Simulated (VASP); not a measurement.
Set up this calculation in VASP 6.6.1, as the native input.

```
Task                   : single point
Functional             : PBEsol
Potentials or basis    : VASP PAW PBE potentials, release 64 (Al, Cu)
Cutoff                 : 520 eV
k mesh                 : 12 × 12 × 16
Occupations            : gaussian, width 0.15 eV
Spin                   : no spin polarisation
Dipole correction      : no
Further INCAR settings : ALGO = Fast; EDIFF = 1e-06; NBANDS = 16
```

The structure of Al2Cu lies in POSCAR:

```
Al2Cu
1.0
    4.0841721988      0.0153156457      0.0000000000
    0.0153156457      4.0841721988      0.0000000000
    0.0000000000      0.0000000000      2.8463947459
Al Cu
2 1
Direct
    0.5000000000      0.0000000000      0.5000000000
    0.0000000000      0.5000000000      0.5000000000
    0.0000000000      0.0000000000      0.0000000000
```

This cell differs from its parent crystal: strain +0.0075 x Voigt [0, 0, 0, 0, 0, 1].

The input as run:

INCAR

```
SYSTEM = Al2Cu
ALGO = Fast
EDIFF = 1E-6
ENCUT = 520
GGA = PS
ISIF = 2
ISMEAR = 0
LASPH = .TRUE.
LCHARG = .FALSE.
LREAL = .FALSE.
LWAVE = .FALSE.
NBANDS = 16
NELM = 60
PREC = Accurate
SIGMA = 0.15
```

KPOINTS

```
k-points
0
G
  12 12 16
  0 0 0
```

Potentials or basis: VASP PAW PBE potentials, release 64 (Al, Cu).

Launch:

```sh
$ cat potpaw_PBE.64/Al/POTCAR potpaw_PBE.64/Cu/POTCAR > POTCAR
$ mpirun -np 1 vasp_std > vasp.out
```

Results of the run:

```json
{
  "Pressure": "0.0 GPa",
  "Band gap on the k mesh": "zero (an odd number of electrons rules out a gap without spin polarisation)"
}
```

Caveat: the cell differs from its parent crystal (strain +0.0075 x Voigt [0, 0, 0, 0, 0, 1]); the PAW data sets were made with another functional, which shifts forces and pressure a little.

Run time: 2.7 min on 1 thread of Intel(R) Xeon(R) Platinum 8559C (Emerald Rapids), with other jobs on the host, peak memory 0.37 GiB.
